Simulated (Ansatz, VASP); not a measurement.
**One calculation of EuPt3, two programs**

Contents of INCAR:

```
SYSTEM = EuPt3
ALGO = Normal
EDIFF = 1E-6
ENCUT = 520
GGA = PS
ISIF = 2
ISMEAR = 0
ISPIN = 2
LASPH = .True.
LCHARG = .False.
LMAXMIX = 6
LORBIT = 11
LREAL = .False.
LWAVE = .False.
MAGMOM = 7.02 0 0 0
NBANDS = 36
NELM = 150
PREC = Accurate
SIGMA = 0.05
```

Contents of KPOINTS:

```
k-points
0
Gamma
  8 8 8
  0 0 0
```

The input POSCAR:

```
EuPt3
1.0
    0.0000000000      3.2650654930      3.2650654930
    3.2650654930      0.0000000000      3.2650654930
    3.2650654930      3.2650654930      0.0000000000
Eu Pt
1 3
Direct
    0.0000000000      0.0000000000      0.0000000000
    0.5000000000      0.5000000000      0.5000000000
    0.2500000000      0.2500000000      0.2500000000
    0.7500000000      0.7500000000      0.7500000000
```

Input for Ansatz:

```yaml
crystal:
  lattice:
    - [0.0, 3.265065493, 3.265065493]
    - [3.265065493, 0.0, 3.265065493]
    - [3.265065493, 3.265065493, 0.0]
  atoms:
    - { symbol: Eu, position: [0.0, 0.0, 0.0], spin: 7.02 }
    - { symbol: Pt, position: [0.5, 0.5, 0.5] }
    - { symbol: Pt, position: [0.25, 0.25, 0.25] }
    - { symbol: Pt, position: [0.75, 0.75, 0.75] }
basis:
  ecutwfc: 420
  ecutrho_ratio: 4
kpoints:
  mp_grid: { grid: [8, 8, 8] }
hamiltonian:
  xc: pbesol
scf:
  occupations: { method: gaussian, width: 0.05 }
output:
  forces: true
  stress: true
  eigenvalues: true
  populations: true
magnetization:
  spin_polarized: true
```

Alike in both runs: task single point; functional PBEsol; k mesh 8 × 8 × 8; occupations gaussian, width 0.05 eV; collinear spin.

|  | VASP | Ansatz |
| --- | --- | --- |
| version | VASP 6.6.1 | Ansatz 0.2.0 |
| potentials or method | VASP PAW PBE potentials, release 64 (Eu, Pt), cutoff 520 eV | scalar-relativistic, plane waves, PAW |
| valence electrons in the cell | 47 | 71 |

|  | VASP | Ansatz | Ansatz less VASP |
| --- | --- | --- | --- |
| gap on the k mesh at the Fermi level (eV) | none | none | - |
| pressure (GPa) | 3.4 | 3.4 | -0.04 |
| net moment per atom (μB) | 1.63 | 1.64 | +0.002 |
| size of the moment on the site where the two differ most (μB) | 6.29 | 6.37 | +0.072 |

VASP's potentials were made for PBE, not for PBEsol. Site moments also hang on the region over which each program counts them. A gap of «none» marks a metal or a gap that the smearing closes. VASP's potentials hold 47 valence electrons a cell and Ansatz's 71, so a difference there can come from the potentials and not from the codes. Ansatz's warnings: given moment on shells.

Neither program's run includes spin-orbit coupling.
